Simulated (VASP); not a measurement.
A run of VASP 6.6.1 is set up as follows.

INCAR

```
SYSTEM = MnS
ALGO = Normal
EDIFF = 1E-6
ENCUT = 520
GGA = PS
ISIF = 2
ISMEAR = -1
ISPIN = 2
LASPH = .TRUE.
LCHARG = .TRUE.
LELF = .TRUE.
LMAXMIX = 4
LORBIT = 11
LREAL = .FALSE.
LVHAR = .TRUE.
LWAVE = .FALSE.
MAGMOM = 4 0
NBANDS = 20
NELM = 150
PREC = Accurate
SIGMA = 0.05
```

The input KPOINTS:

```
k-points
0
G
  9 9 9
  0 0 0
```

The input POSCAR:

```
MnS
1.0
    0.0000000000      2.4560939117      2.4560939117
    2.4560939117      0.0000000000      2.4560939117
    2.4560939117      2.4560939117      0.0000000000
Mn S
1 1
Direct
    0.0000000000      0.0000000000      0.0000000000
    0.7500000000      0.7500000000      0.7500000000
```

Potentials or basis: VASP PAW PBE potentials, release 64 (Mn_pv, S).

Run with:

```console
$ cat potpaw_PBE.64/Mn_pv/POTCAR potpaw_PBE.64/S/POTCAR > POTCAR
$ mpirun -np 1 vasp_std > vasp.out
```

Task: What does it give for the site moments?

Result: Mn +0.20; S -0.01 μB.

Task: Estimate the pressure.

Result: 0.2 GPa.

Caveat: the PAW data sets were made with another functional, which shifts forces and pressure a little.
